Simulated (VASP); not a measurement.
Wanted: the native input for a VASP 6.6.1 run.

* Task: single point
* Functional: PBEsol
* Potentials or basis: VASP PAW PBE potentials, release 64 (Ba_sv, Ti_sv, O_h)
* Cutoff: 1340 eV
* k mesh: 8 × 8 × 8
* Occupations: gaussian, width 0.02 eV
* Spin: no spin polarisation
* Dipole correction: no
* Further INCAR settings: ALGO = Normal; EDIFF = 1e-06; NBANDS = 28

The structure of BaTiO3 lies in POSCAR:

```
BaTiO3
1.0
    4.0741531679      0.0000000000      0.0000000000
    0.0000000000      4.0741531679      0.0000000000
    0.0000000000      0.0000000000      3.9197279262
Ba Ti O
1 1 3
Direct
    0.5000000000      0.5000000000      0.5768251875
    0.0000000000      0.0000000000      0.0856002311
    0.0000000000      0.5000000000      0.0675449126
    0.5000000000      0.0000000000      0.0675449126
    0.0000000000      0.0000000000      0.5624817462
```

This cell differs from its parent crystal: biaxial strain in the a-b plane: +3.0 %, then relaxed in part.

One way to write it, as run:

INCAR

```
ALGO     = Normal         # electronic algorithm
EDIFF    = 1E-6           # SCF threshold, eV
ENCUT    = 1340           # plane-wave cutoff, eV
GGA      = PS             # functional
GGA_COMPAT= F            
ISIF     = 2              # what is computed and relaxed
ISMEAR   = 0              # smearing method
LASPH    = T              # aspherical terms in the spheres
LCHARG   = T              # write CHGCAR
LELF     = T              # ELF
LREAL    = F              # projectors in reciprocal space
LVHAR    = T            
LWAVE    = F              # write WAVECAR
NBANDS   = 28             # bands
NELM     = 120            # most SCF steps
PREC     = Accurate       # precision mode
SIGMA    = 0.02           # smearing width, eV
```

KPOINTS

```
k-points
0
Gamma
  8 8 8
```

Potentials or basis: VASP PAW PBE potentials, release 64 (Ba_sv, Ti_sv, O_h).

Run with:

```bash
$ cat potpaw_PBE.64/Ba_sv/POTCAR potpaw_PBE.64/Ti_sv/POTCAR potpaw_PBE.64/O_h/POTCAR > POTCAR
$ mpirun -np 1 vasp_std > vasp.out
```

Results of the run:

* Pressure: -4.0 GPa
* Largest force: 0.019 eV/Å
* Band gap on the k mesh: 1.66 eV (least direct gap 1.86 eV)

Caveat: the cell differs from its parent crystal (biaxial strain in the a-b plane: +3.0 %, then relaxed in part); the stress differs along the axes, from -7 to 2 GPa; the PAW data sets were made with another functional, which shifts forces and pressure a little; spin-orbit coupling is left out, which moves the levels of the heavy elements.

Wall time 6.5 min on 1 thread of Intel(R) Xeon(R) Platinum 8488C (Sapphire Rapids), on a shared host, peak memory 0.73 GiB.
